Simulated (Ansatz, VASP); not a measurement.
**Cl in VASP and in Ansatz**

File INCAR:

```
ALGO = Normal
EDIFF = 1E-6
ENCUT = 520
GGA = PS
ISIF = 2
ISMEAR = 0
LASPH = T
LCHARG = T
LELF = T
LREAL = F
LVHAR = T
LWAVE = F
NBANDS = 22
NELM = 80
PREC = Accurate
SIGMA = 0.02
```

The input KPOINTS:

```
k-points
0
Gamma
  8 8 4
```

POSCAR

```
Cl
1.0
    2.9398433327     -1.9430115479      0.0000000000
    2.9398433327      1.9430115479      0.0000000000
    0.0000000000      0.0000000000      7.9260283373
Cl
4
Direct
    0.8500000000      0.1500000000      0.1170000000
    0.6500000000      0.3500000000      0.6170000000
    0.1500000000      0.8500000000      0.8830000000
    0.3500000000      0.6500000000      0.3830000000
```

Input for Ansatz:

```yaml
crystal:
  lattice:
    - [2.9398433327, -1.9430115479, 0.0]
    - [2.9398433327, 1.9430115479, 0.0]
    - [0.0, 0.0, 7.9260283373]
  atoms:
    - { symbol: Cl, position: [0.85, 0.15, 0.117] }
    - { symbol: Cl, position: [0.65, 0.35, 0.617] }
    - { symbol: Cl, position: [0.15, 0.85, 0.883] }
    - { symbol: Cl, position: [0.35, 0.65, 0.383] }
basis:
  ecutwfc: 420
kpoints:
  mp_grid: { grid: [8, 8, 4] }
hamiltonian:
  xc: pbesol
scf:
  occupations: { method: gaussian, width: 0.02 }
output:
  forces: true
  stress: true
  eigenvalues: true
```

Alike in both runs: task single point; functional PBEsol; k mesh 8 × 8 × 4; occupations gaussian, width 0.02 eV; no spin polarisation.

```csv
,VASP,Ansatz
version,VASP 6.6.1,Ansatz 0.2.0
potentials or method,"VASP PAW PBE potentials, release 64 (Cl), cutoff 520 eV","scalar-relativistic, plane waves, PAW"
valence electrons in the cell,28,28
```

VASP gave:

| Quantity | Value |
| --- | --- |
| gap on the k mesh at the Fermi level (eV) | 1.41 |
| least direct gap on the mesh (eV) | 1.55 |
| pressure (GPa) | -2.9 |
| traceless stress, the component that is largest in VASP (GPa) | 5.93 |
| rms of the force components (eV/Å) | 0.759 |

**Question.** What did Ansatz give for the same quantities?

**Answer.** gap on the k mesh at the Fermi level (eV): 1.38; least direct gap on the mesh (eV): 1.52; pressure (GPa): -2.8; traceless stress, the component that is largest in VASP (GPa): 5.84; rms of the force components (eV/Å): 0.720.

VASP's potentials were made for PBE, not for PBEsol. Atom by atom the forces differ by 0.040 eV/Å (rms over components).
